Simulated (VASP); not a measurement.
# Sn3S5 (R-3m) in VASP: relaxation of cell and atoms with PBE

Aim: the relaxation of cell and atoms of Sn3S5 with PBE.

Everything below comes from runs of VASP 6.6.1. Logs are shortened: lines on timing, memory, paths and dates and some standing lists are left out, and cuts for length are marked.

## Step 1: The cell of the first run

Symmetry: R-3m, No. 166, trigonal system. The conventional cell has a = 8.006 Å, b = 8.006 Å, c = 9.984 Å, α = 90.00°, β = 90.00°, γ = 120.00°. Sn (site symmetry 2/m) has 6 S at 2.85 Å within 3.8 Å. S (site symmetry 2/m) has 2 S at 2.85 Å and 4 Sn at 2.85 Å within 3.8 Å. S (site symmetry -3m) has 6 S at 2.85 Å within 3.8 Å. Within 3.8 Å of S (site symmetry -3m) lie 6 Sn at 2.85 Å.

The cell was generated, and may not be a known phase.

## Step 2: Relaxation of cell and atoms, PBE

The input, INCAR:

```
PREC = Accurate
ENCUT = 600
EDIFF = 1E-6
ISMEAR = 0
SIGMA = 0.1
LREAL = False
LASPH = True
NELM = 60
ALGO = Normal
ISIF = 3
LWAVE = False
LCHARG = False
GGA = PE
IBRION = 2
NSW = 100
EDIFFG = -0.01
```

The input, KPOINTS:

```
Automatic mesh
0
Gamma
  6 6 6
```

The input, POSCAR:

```
Sn3S5
1.0
    4.0030656430      2.3111710265      3.3279916904
   -4.0030656430      2.3111710265      3.3279916904
    0.0000000000     -4.6223420531      3.3279916904
Sn S
3 5
Direct
    0.5000000000      0.5000000000      0.0000000000
    0.0000000000      0.5000000000      0.5000000000
    0.5000000000      0.0000000000      0.5000000000
    0.0000000000      0.0000000000      0.5000000000
    0.5000000000      0.0000000000      0.0000000000
    0.0000000000      0.5000000000      0.0000000000
    0.0000000000      0.0000000000      0.0000000000
    0.5000000000      0.5000000000      0.5000000000
```

Potentials or basis: VASP PAW PBE potentials, release 64 (Sn_d, S).

On the command line:

```sh
$ cat potpaw_PBE.64/Sn_d/POTCAR potpaw_PBE.64/S/POTCAR > POTCAR
$ mpirun -np 1 vasp_std > vasp.out
```

OUTCAR:

```text
PREC = Accurate
   ENCUT = 600
   EDIFF = 1E-6
   ISMEAR = 0
   LREAL = False
   LASPH = True
   NELM = 60
   ISIF = 3
   GGA = PE
   IBRION = 2
   NSW = 100
   EDIFFG = -0.01

 ion  position               nearest neighbor table
   1  0.500  0.500  0.000-   8 2.85   8 2.85   5 2.85   6 2.85   5 2.85   6 2.85
   2  0.000  0.500  0.500-   6 2.85   6 2.85   8 2.85   4 2.85   4 2.85   8 2.85
   3  0.500  0.000  0.500-   5 2.85   5 2.85   8 2.85   4 2.85   8 2.85   4 2.85
   4  0.000  0.000  0.500-   2 2.85   3 2.85   2 2.85   3 2.85
   5  0.500  0.000  0.000-   3 2.85   3 2.85   1 2.85   1 2.85
   6  0.000  0.500  0.000-   2 2.85   2 2.85   1 2.85   1 2.85
   7  0.000  0.000  0.000-
   8  0.500  0.500  0.500-   1 2.85   1 2.85   3 2.85   2 2.85   3 2.85   2 2.85

  LATTYP: Found a trigonal (rhomboedric) cell.
 ALAT       =     5.6957505868
 COS(alpha) =     0.0120988474

  Lattice vectors:

 A1 = (   4.0030656430,   2.3111710265,   3.3279916904)
 A2 = (  -4.0030656430,   2.3111710265,   3.3279916904)
 A3 = (   0.0000000000,  -4.6223420531,   3.3279916904)

Analysis of symmetry for initial positions (statically):
=====================================================================
 Subroutine PRICEL returns:
 Original cell was already a primitive cell.

 Routine SETGRP: Setting up the symmetry group for a
 trigonal (rhombohedral) supercell.

 Subroutine GETGRP returns: Found 12 space group operations
 (whereof 12 operations were pure point group operations)
 out of a pool of 12 trial point group operations.

The static configuration has the point symmetry D_3d.

Analysis of symmetry for dynamics (positions and initial velocities):
=====================================================================
 Subroutine PRICEL returns:
 Original cell was already a primitive cell.

 Routine SETGRP: Setting up the symmetry group for a
 trigonal (rhombohedral) supercell.

 Subroutine GETGRP returns: Found 12 space group operations
 (whereof 12 operations were pure point group operations)
 out of a pool of 12 trial point group operations.

The dynamic configuration has the point symmetry D_3d.

 Subroutine INISYM returns: Found 12 space group operations
 (whereof 12 operations are pure point group operations),
 and found     1 'primitive' translations

----------------------------------------------------------------------------------------

                                     Primitive cell

  volume of cell :     184.7389

  direct lattice vectors                    reciprocal lattice vectors
     4.003065643  2.311171026  3.327991690     0.124904272  0.072113515  0.100160506
    -4.003065643  2.311171026  3.327991690    -0.124904272  0.072113515  0.100160506
     0.000000000 -4.622342053  3.327991690     0.000000000 -0.144227030  0.100160506

  length of vectors
     5.695750587  5.695750587  5.695750587     0.175594884  0.175594884  0.175594884

  position of ions in fractional coordinates (direct lattice)
     0.500000000  0.500000000  1.000000000
     0.000000000  0.500000000  0.500000000
     0.500000000  0.000000000  0.500000000
     0.000000000  0.000000000  0.500000000
     0.500000000  0.000000000  1.000000000
     0.000000000  0.500000000  1.000000000
     0.000000000  0.000000000  0.000000000
     0.500000000  0.500000000  0.500000000

  ion indices of the primitive-cell ions
   primitive index   ion index
                 1           1
                 2           2
                 3           3
                 4           4
                 5           5
                 6           6
                 7           7
                 8           8

----------------------------------------------------------------------------------------

 KPOINTS: Automatic mesh

Automatic generation of k-mesh.
 Grid dimensions read from file:
 generate k-points for:    6    6    6

 Generating k-lattice:

  Cartesian coordinates                     Fractional coordinates (reciprocal lattice)
     0.020817379  0.012018919  0.016693418     0.166666667  0.000000000 -0.000000000
    -0.020817379  0.012018919  0.016693418     0.000000000  0.166666667 -0.000000000
     0.000000000 -0.024037838  0.016693418    -0.000000000 -0.000000000  0.166666667

  Length of vectors
     0.029265814  0.029265814  0.029265814

  Shift w.r.t. Gamma in fractional coordinates (k-lattice)
     0.000000000  0.000000000  0.000000000

 Subroutine IBZKPT returns following result:
 ===========================================

 Found     32 irreducible k-points:

 Following reciprocal coordinates:
            Coordinates               Weight
  0.000000  0.000000  0.000000      1.000000
  0.166667  0.000000 -0.000000      6.000000
  0.333333  0.000000  0.000000      6.000000
  0.500000  0.000000 -0.000000      3.000000
  0.166667  0.166667  0.000000      6.000000
  0.333333  0.166667 -0.000000     12.000000
[... 16 lines left out ...]
  0.500000  0.500000  0.166667      6.000000
 -0.333333  0.500000  0.166667     12.000000
 [... further k-points ...]
   k-points           NKPTS =     32   k-points in BZ     NKDIM =     32   number of bands    NBANDS=     43
   number of dos      NEDOS =    301   number of ions     NIONS =      8
   total plane-waves  NPLWV = 110592
   dimension x,y,z NGX =    48 NGY =   48 NGZ =   48
   dimension x,y,z NGXF=    96 NGYF=   96 NGZF=   96
   ions per type =               3   5
   NGX,Y,Z   is equivalent  to a cutoff of  14.01, 14.01, 14.01 a.u.
   NGXF,Y,Z  is equivalent  to a cutoff of  28.02, 28.02, 28.02 a.u.
 SYSTEM =  unknown system
   PREC   = accura    normal or accurate (medium, high low for compatibility)
   ISTART =      0    job   : 0-new  1-cont  2-samecut
   ICHARG =      2    charge: 1-file 2-atom 10-const
   ISPIN  =      1    spin polarized calculation?
   LNONCOLLINEAR =      F non collinear calculations
   LSORBIT =      F    spin-orbit coupling
   LASPH  =      T    aspherical Exc in radial PAW
   ENCUT  =  600.0 eV  44.10 Ry    6.64 a.u.  11.38 11.38 11.38*2*pi/ulx,y,z
   NELM   =     60;   NELMIN=  2; NELMDL= -5     # of ELM steps
   EDIFF  = 0.1E-05   stopping-criterion for ELM
   LREAL  =      F    real-space projection
   EDIFFG = -.1E-01   stopping-criterion for IOM
   NSW    =    100    number of steps for IOM
   IBRION =      2    ionic relax: 0-MD 1-quasi-New 2-CG
   NFREE  =      1    steps in history (QN), initial steepest desc. (CG)
   ISIF   =      3    stress and relaxation
   ISYM   =      2    0-nonsym 1-usesym 2-fastsym
   POTIM  = 0.5000    time-step for ionic-motion
   TEBEG  =    0.0;   TEEND  =   0.0 temperature during run
   PSTRESS=    0.0 pullay stress
   NELECT =      72.0000    total number of electrons
   NUPDOWN=      -1.0000    fix difference up-down
   EMIN   =  10.00;   EMAX   =-10.00  energy-range for DOS
   EFERMI =   0.00;   METHOD = LEGACY
   ISMEAR =     0;   SIGMA  =   0.10  broadening in eV -4-tet -1-fermi 0-gaus
   EFERMI_NEDOS =   21; number of points for ismear=-14 and -15
   IALGO  =     38    algorithm
   IMIX   =      4    mixing-type and parameters
     AMIX     =   0.40;   BMIX     =  1.00
     AMIX_MAG =   1.60;   BMIX_MAG =  1.00
  volume/ion in A,a.u.               =      23.09       155.83
  Fermi-wavevector in a.u.,A,eV,Ry     =   1.195821  2.259774 19.456171  1.429988
  Thomas-Fermi vector in A             =   2.331777
   LORBIT       =      0    0 simple, 1 ext, 2 COOP (PROOUT), +10 PAW based schemes
   GGA     = PE    functional components
   LHFCALC =     F    Hartree Fock is set to
   AEXX    =    0.0000 exact exchange contribution
   IVDW    =     0    specifies the selected vdW correction
   LEPSILON=     F    determine dielectric tensor
   LRPA    =     F    only Hartree local field effects (RPA)
 conjugate gradient relaxation of ions
 non-spin polarized calculation
 Gauss-broadening in eV      SIGMA  =   0.10
  energy-cutoff  :      600.00
  volume of cell :      184.74
 maximum number of plane-waves:      6186
 NGX is ok and might be reduce to    48
   NGX = 23   NGY = 23   NGZ = 23

--------------------------------------- Ionic step        1  -------------------------------------------

 number of electron      72.0000010 magnetization

 Free energy of the ion-electron system (eV)
  ---------------------------------------------------
  ext. energy  EPLUGINS =         0.00000000
  ---------------------------------------------------
  free energy    TOTEN  =       -32.80617334 eV

  energy without entropy =      -32.76939887  energy(sigma->0) =      -32.78778610

------------------------ aborting loop because EDIFF is reached ----------------------------------------

  FORCE on cell =-STRESS in cart. coord.  units (eV):
  Direction    XX          YY          ZZ          XY          YZ          ZX
  --------------------------------------------------------------------------------------
  -------------------------------------------------------------------------------------
  Total       -0.5179199     -0.5179199     -0.9496590      0.0000000      0.0000000      0.0000000
  in kB       -4.4917428     -4.4917428     -8.2360694      0.0000000      0.0000000      0.0000000
  external PRESSURE =      -5.7398517 kB  Pullay stress =       0.0000000 kB
[... 153 lines left out ...]
  energy  without entropy=      -32.7761263376  energy(sigma->0) =      -32.79346886

--------------------------------------- Ionic step        5  -------------------------------------------

 number of electron      72.0000009 magnetization

 Free energy of the ion-electron system (eV)
  ---------------------------------------------------
  ext. energy  EPLUGINS =         0.00000000
  ---------------------------------------------------
  free energy    TOTEN  =       -32.81181709 eV

  energy without entropy =      -32.77701962  energy(sigma->0) =      -32.79441835

 E-fermi :   6.1031     XC(G=0):  -9.9168

 val. band max:        6.0875130786   @ k =   0.5000   0.3333   0.3333
 cond. band min:       6.1298197114   @ k =  -0.3333   0.5000   0.1667
 fundamental gap:      0.0423066329
 Fermi energy:         6.1031414500

 k-point     1 :       0.0000    0.0000    0.0000
  band No.  band energies     occupation
      1     -15.4038      2.00000
      2     -15.3559      2.00000
      3     -15.3558      2.00000
      4     -15.3558      2.00000
      5     -15.3529      2.00000
      6     -15.3529      2.00000
[... 1093 lines left out ...]
     42       8.6956      0.00000
     43       9.3011      0.00000

 [... further k-points ...]
[... 5 lines left out ...]
  --------------------------------------------------------------------------------------
  -------------------------------------------------------------------------------------
  Total        0.0654899      0.0654899     -0.0780530      0.0000000      0.0000000      0.0000000
  in kB        0.5740222      0.5740222     -0.6841379      0.0000000      0.0000000      0.0000000
  external PRESSURE =       0.1546355 kB  Pullay stress =       0.0000000 kB
[... 23 lines left out ...]
  FREE ENERGIE OF THE ION-ELECTRON SYSTEM (eV)
  ---------------------------------------------------
  free  energy   TOTEN  =       -32.8118170861 eV

  energy  without entropy=      -32.7770196160  energy(sigma->0) =      -32.79441835

 reached required accuracy - stopping structural energy minimisation
```

Run time: 9.3 min. Hardware: 1 thread of Intel Xeon 6975P-C (Granite Rapids), shared host; peak memory 0.48 GiB.

What came out:

```
Free energy                           : -32.8118 eV
Relaxed volume                        : 22.85 Å³/atom
Relaxed cell                          : a = 5.675 Å, b = 5.675 Å, c = 5.675 Å, α = 89.75°, β = 89.75°, γ = 89.75°
Space group after relaxing (to 0.1 Å) : Pm-3m (No. 221)
Energy gained by relaxing             : 0.7 meV/atom
Ionic steps                           : 5
Pressure after relaxing               : 0.0 GPa
Band gap on the k mesh                : zero (bands 36 and 37 overlap by 2.00 eV)
```

The path:
| step | energy change (eV) | largest force (eV/Å) | pressure (GPa) | volume (Å³) |
| --- | --- | --- | --- | --- |
| 1 | 0.0000 | 0.0000 | -0.57 | 184.74 |
| 2 | -0.0041 | 0.0000 | 0.09 | 182.54 |
| 3 | -0.0042 | 0.0000 | 0.05 | 182.67 |
| 4 | -0.0046 | 0.0000 | 0.04 | 182.70 |
| 5 | -0.0056 | 0.0000 | 0.02 | 182.79 |

Final structure:
```
Sn S
1.0
     4.00413    2.31179    3.29116
    -4.00413    2.31179    3.29116
     0.00000   -4.62357    3.29116
Sn S
3 5
Cartesian
  0.0000 2.3118 3.2912
  -2.0021 -1.1559 3.2912
  2.0021 -1.1559 3.2912
  4.0041 0.0000 4.9367
  2.0021 1.1559 1.6456
  -2.0021 1.1559 1.6456
  0.0000 0.0000 0.0000
  0.0000 0.0000 4.9367
```

Caveat: spin-orbit coupling is left out, which moves the levels of the heavy elements.

The gap in the log of VASP goes by the Fermi energy; the results here count the filled bands.